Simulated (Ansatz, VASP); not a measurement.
## Os: VASP beside Ansatz

```xyz
3
Lattice="4.2934 0.0000 0.0000 -2.1467 3.7182 0.0000 0.0000 0.0000 2.7071" Properties=species:S:1:pos:R:3 pbc="T T T"
Os    0.0000    0.0000    0.0000
Os    0.0000    2.4788    1.3536
Os    2.1467    1.2394    1.3536
```

Alike in both runs: functional r2SCAN; k mesh 12 × 12 × 16; occupations gaussian, width 0.1 eV; no spin polarisation.

Ansatz relaxed the structure, and its values are those at the end. VASP's run is a single point on that final structure, the one shown.

|  | VASP | Ansatz |
| --- | --- | --- |
| version | VASP 6.6.1 | Ansatz 0.2.0 |
| potentials or method | VASP PAW PBE potentials, release 64 (Os), cutoff 520 eV | scalar-relativistic, plane waves, PAW |
| valence electrons in the cell | 24 | 48 |

VASP gave:

| Item | Value |
| --- | --- |
| gap on the k mesh at the Fermi level (eV) | none |
| pressure (GPa) | 0.7 |

Task: What did Ansatz give for the same quantities?

Result: gap on the k mesh at the Fermi level (eV): none; pressure (GPa): 0.0.

VASP's potentials were made for PBE, not for r2SCAN. A gap of «none» marks a metal or a gap that the smearing closes. VASP's potentials hold 24 valence electrons a cell and Ansatz's 48, so a difference there can come from the potentials and not from the codes.

Neither program's run includes spin-orbit coupling.
